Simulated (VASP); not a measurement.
# C in VASP: a series of runs

C is run at these levels: PBE; tasks: single point.

Everything below comes from runs of VASP 6.6.1. Logs are shortened: lines on timing, memory, paths and dates and some standing lists are left out, and cuts for length are marked.

## (1) The cell of the first run

The cell holds a slab with vacuum, 18 atoms: a = 7.398 Å, b = 7.398 Å, c = 13.000 Å, α = 90.00°, β = 90.00°, γ = 120.00°.

## (2) Single point, PBE

INCAR reads:

```
SYSTEM = C
PREC = Accurate
ENCUT = 520
EDIFF = 1E-6
ISMEAR = -1
SIGMA = 0.05
LREAL = Auto
LASPH = .True.
NELM = 80
ALGO = Normal
ISIF = 2
LWAVE = .False.
LCHARG = .True.
GGA = PE
LELF = .True.
LVHAR = .True.
NBANDS = 51
```

KPOINTS reads:

```
regular mesh
0
Gamma
  2 2 1
  0 0 0
```

POSCAR reads:

```
C
1.0
    7.3980000000      0.0000000000      0.0000000000
   -3.6990000000      6.4068560000      0.0000000000
    0.0000000000      0.0000000000     13.0000000000
C
18
Direct
   -0.0066819119      0.0062901367      0.0878846154
    0.2163341964      0.1215572818      0.0920307692
   -0.0045572004      0.3475495625      0.0841153846
    0.2179091544      0.4467401796      0.0930846154
   -0.0063932600      0.6797249696      0.1032692308
    0.2170925658      0.7830361725      0.1028538462
    0.3337966998      0.0060091877      0.0949461538
    0.5556582646      0.1103973618      0.0771307692
    0.3297286562      0.3337206268      0.0851000000
    0.5487494364      0.4504861667      0.0817769231
    0.3240418742      0.6605736105      0.1019000000
    0.5402825898      0.7725630169      0.0896538462
    0.6532326135     -0.0029967897      0.0837461538
    0.8737457056      0.1185917086      0.0841461538
    0.6645396234      0.3368110661      0.0807307692
    0.8859054283      0.4642682776      0.0883000000
    0.6601498809      0.6774773774      0.0868769231
    0.8770687658      0.7872816246      0.0869384615
```

Potentials or basis: VASP PAW PBE potentials, release 64 (C).

Started as:

```sh
cat potpaw_PBE.64/C/POTCAR > POTCAR
mpirun -np 1 vasp_std > vasp.out
```

OUTCAR:

```text
SYSTEM = C
   PREC = Accurate
   ENCUT = 520
   EDIFF = 1E-6
   ISMEAR = -1
   LREAL = Auto
   LASPH = .True.
   NELM = 80
   ISIF = 2
   GGA = PE

 ion  position               nearest neighbor table
   1  0.993  0.006  0.088-  18 1.40   2 1.43  14 1.49
   2  0.216  0.122  0.092-   9 1.36   1 1.43   7 1.49
   3  0.995  0.348  0.084-   4 1.43  16 1.45  14 1.47
   4  0.218  0.447  0.093-  11 1.37   3 1.43   9 1.44
   5  0.994  0.680  0.103-  16 1.39   6 1.43  18 1.45
   6  0.217  0.783  0.103-   7 1.43   5 1.43  11 1.47
[... 10 lines left out ...]
  17  0.660  0.677  0.087-  12 1.38  18 1.39  10 1.46
  18  0.877  0.787  0.087-  17 1.39   1 1.40   5 1.45

  LATTYP: Found a hexagonal cell.
 ALAT       =     7.3980000000
 C/A-ratio  =     1.7572316842

  Lattice vectors:

 A1 = (   7.3980000000,   0.0000000000,   0.0000000000)
 A2 = (  -3.6990000000,   6.4068560000,   0.0000000000)
 A3 = (   0.0000000000,   0.0000000000,  13.0000000000)

Analysis of symmetry for initial positions (statically):
=====================================================================
 Subroutine PRICEL returns:
 Original cell was already a primitive cell.

 Routine SETGRP: Setting up the symmetry group for a
 hexagonal supercell.

 Subroutine GETGRP returns: Found  1 space group operations
 (whereof  1 operations were pure point group operations)
 out of a pool of 24 trial point group operations.

The static configuration has the point symmetry C_1 .

Analysis of symmetry for dynamics (positions and initial velocities):
=====================================================================
 Subroutine PRICEL returns:
 Original cell was already a primitive cell.

 Routine SETGRP: Setting up the symmetry group for a
 hexagonal supercell.

 Subroutine GETGRP returns: Found  1 space group operations
 (whereof  1 operations were pure point group operations)
 out of a pool of 24 trial point group operations.

The dynamic configuration has the point symmetry C_1 .

 Subroutine INISYM returns: Found  1 space group operations
 (whereof  1 operations are pure point group operations),
 and found     1 'primitive' translations

[... 105 lines left out ...]
   EDIFF  = 0.1E-05   stopping-criterion for ELM
   LREAL  =      T    real-space projection
   EDIFFG = 0.1E-04   stopping-criterion for IOM
   NSW    =      0    number of steps for IOM
   IBRION =     -1    ionic relax: 0-MD 1-quasi-New 2-CG
   NFREE  =      0    steps in history (QN), initial steepest desc. (CG)
   ISIF   =      2    stress and relaxation
   ISYM   =      2    0-nonsym 1-usesym 2-fastsym
   POTIM  = 0.5000    time-step for ionic-motion
   TEBEG  =    0.0;   TEEND  =   0.0 temperature during run
   PSTRESS=    0.0 pullay stress
   NELECT =      72.0000    total number of electrons
   NUPDOWN=      -1.0000    fix difference up-down
   EMIN   =  10.00;   EMAX   =-10.00  energy-range for DOS
   EFERMI =   0.00;   METHOD = LEGACY
   ISMEAR =    -1;   SIGMA  =   0.05  broadening in eV -4-tet -1-fermi 0-gaus
   EFERMI_NEDOS =   21; number of points for ismear=-14 and -15
   IALGO  =     38    algorithm
   IMIX   =      4    mixing-type and parameters
     AMIX     =   0.40;   BMIX     =  1.00
     AMIX_MAG =   1.60;   BMIX_MAG =  1.00
  volume/ion in A,a.u.               =      34.23       231.01
  Fermi-wavevector in a.u.,A,eV,Ry     =   0.800359  1.512459  8.715544  0.640574
  Thomas-Fermi vector in A             =   1.907639
   LORBIT       =      0    0 simple, 1 ext, 2 COOP (PROOUT), +10 PAW based schemes
   GGA     = PE    functional components
   LHFCALC =     F    Hartree Fock is set to
   AEXX    =    0.0000 exact exchange contribution
   IVDW    =     0    specifies the selected vdW correction
   LEPSILON=     F    determine dielectric tensor
   LRPA    =     F    only Hartree local field effects (RPA)
 non-spin polarized calculation
  energy-cutoff  :      520.00
  volume of cell :      616.17
 maximum number of plane-waves:     16651
 NGX is ok and might be reduce to    56
   NGX = 27   NGY = 27   NGZ = 49

 number of electron      71.9999999 magnetization

 Free energy of the ion-electron system (eV)
  ---------------------------------------------------
  ext. energy  EPLUGINS =         0.00000000
  ---------------------------------------------------
  free energy    TOTEN  =      -164.32605707 eV

  energy without entropy =     -164.28781932  energy(sigma->0) =     -164.30693819

 E-fermi :  -1.9479     XC(G=0):  -3.3145

 val. band max:       -2.0036793587   @ k =   0.0000   0.0000   0.0000
 cond. band min:      -1.8878345904   @ k =   0.0000   0.0000   0.0000
 fundamental gap:      0.1158447683
 Fermi energy:        -1.9479389942

 k-point     1 :       0.0000    0.0000    0.0000
  band No.  band energies     occupation
      1     -21.4587      2.00000
      2     -19.1128      2.00000
      3     -19.0357      2.00000
      4     -18.9928      2.00000
      5     -18.8691      2.00000
      6     -18.6262      2.00000
[... 193 lines left out ...]
     47       3.8964      0.00000
     48       3.9563      0.00000
 [bands above 48 left out]

------------------------ aborting loop because EDIFF is reached ----------------------------------------

  FORCE on cell =-STRESS in cart. coord.  units (eV):
  Direction    XX          YY          ZZ          XY          YZ          ZX
  --------------------------------------------------------------------------------------
  -------------------------------------------------------------------------------------
  Total        2.9358392     -0.1343326     -0.8925729     -2.7973368     -0.0844967     -0.0277360
  in kB        7.6337899     -0.3492925     -2.3208745     -7.2736551     -0.2197089     -0.0721193
  external PRESSURE =       1.6545410 kB  Pullay stress =       0.0000000 kB

 VOLUME and BASIS-vectors are now :
 -----------------------------------------------------------------------------
  energy-cutoff  :      520.00
  volume of cell :      616.17
      direct lattice vectors                 reciprocal lattice vectors
     7.398000000  0.000000000  0.000000000     0.135171668  0.078041398  0.000000000
    -3.699000000  6.406856000  0.000000000     0.000000000  0.156082796  0.000000000
     0.000000000  0.000000000 13.000000000     0.000000000  0.000000000  0.076923077

 POSITION                                       TOTAL-FORCE (eV/Angst)
 -----------------------------------------------------------------------------------
      7.32530      0.04030      1.14250        -1.397634      1.444490      0.116976
      1.15080      0.77880      1.19640         1.671193     -3.303004     -0.353980
      6.07870      2.22670      1.09350         0.038806     -1.751271      0.827165
     -0.04040      2.86220      1.21010        -1.201023     -1.195233     -0.482778
      4.83640      4.35490      1.34250         0.128531      0.329692     -1.473046
     -1.29040      5.01680      1.33710        -0.297309      0.240556      0.143263
[... 10 lines left out ...]
      2.37780      4.34050      1.12940         0.495430     -3.193642     -0.492158
      3.57640      5.04400      1.13020         2.065951      0.727448      1.166497
 -----------------------------------------------------------------------------------
    total drift:                                0.011718      0.013222      0.018895

  FREE ENERGIE OF THE ION-ELECTRON SYSTEM (eV)
  ---------------------------------------------------
  free  energy   TOTEN  =      -164.3260570678 eV

  energy  without entropy=     -164.2878193210  energy(sigma->0) =     -164.30693819
```

stdout:

```text
POSCAR found type information on POSCAR C
 POSCAR found :  1 types and      18 ions
 scaLAPACK will be used
 LDA part: xc-table for (Slater+PW92), standard interpolation
 POSCAR, INCAR and KPOINTS ok, starting setup
 FFT: planning ... GRIDC
 FFT: planning ... GRID_SOFT
 FFT: planning ... GRID
 WAVECAR not read
 entering main loop
```

Wall time 11 min (1 thread of Intel Xeon 8259CL, shared host); peak memory 0.6 GiB.

What came out:

```
Free energy   : -164.3261 eV
Largest force : 4.831 eV/Å
```

Forces in eV/Å, atoms in the order of the input:
```
C   -1.398  1.444  0.117
C    1.671 -3.303 -0.354
C    0.039 -1.751  0.827
C   -1.201 -1.195 -0.483
C    0.129  0.330 -1.473
C   -0.297  0.241  0.143
C   -1.061 -0.224 -0.822
C   -4.066  2.223  1.364
C   -1.191  2.297  0.433
C    1.498 -0.343  0.494
C   -1.186  2.087 -0.802
C   -0.065  2.384  0.351
C    2.227 -0.422 -0.112
C    2.390  0.303 -0.281
C   -0.917  0.939 -0.249
C    0.867 -2.545  0.172
C    0.495 -3.194 -0.492
C    2.066  0.727  1.166
```

Caveat: the k points lie up to 0.49 Å⁻¹ apart; there is no dipole correction, which matters where the two faces differ.

(Continued in part 2 of 2.)
